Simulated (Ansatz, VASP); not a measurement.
V in VASP and in Ansatz

```
V
1.0
     1.30061    0.75090    6.98841
    -1.30061    0.75090    6.98841
     0.00000   -1.50181    6.98841
V
3
Cartesian
  0.0000 0.0000 0.0000
  0.0000 0.0000 4.6589
  0.0000 0.0000 16.3063
```

Alike in both runs: functional r2SCAN; k mesh 9 × 9 × 9; occupations gaussian, width 0.1 eV; collinear spin.

Ansatz relaxed the structure, and its values are those at the end. VASP's run is a single point on that final structure, the one shown.

```csv
,VASP,Ansatz
version,VASP 6.6.1,Ansatz 0.2.0
potentials or method,"VASP PAW PBE potentials, release 64 (V_sv), cutoff 520 eV","scalar-relativistic, plane waves, PAW"
valence electrons in the cell,39,39
```

```tsv
	VASP	Ansatz	Ansatz less VASP
gap on the k mesh at the Fermi level (eV)	none	none	-
pressure (GPa)	0.6	0.0	-0.64
net moment per atom (μB)	0.00	0.00	-0.001
```

VASP's potentials were made for PBE, not for r2SCAN. A gap of «none» marks a metal or a gap that the smearing closes. With one functional, cell and mesh, what is left measures potentials, basis and numerics. Ansatz's warnings: seeded moment not kept.
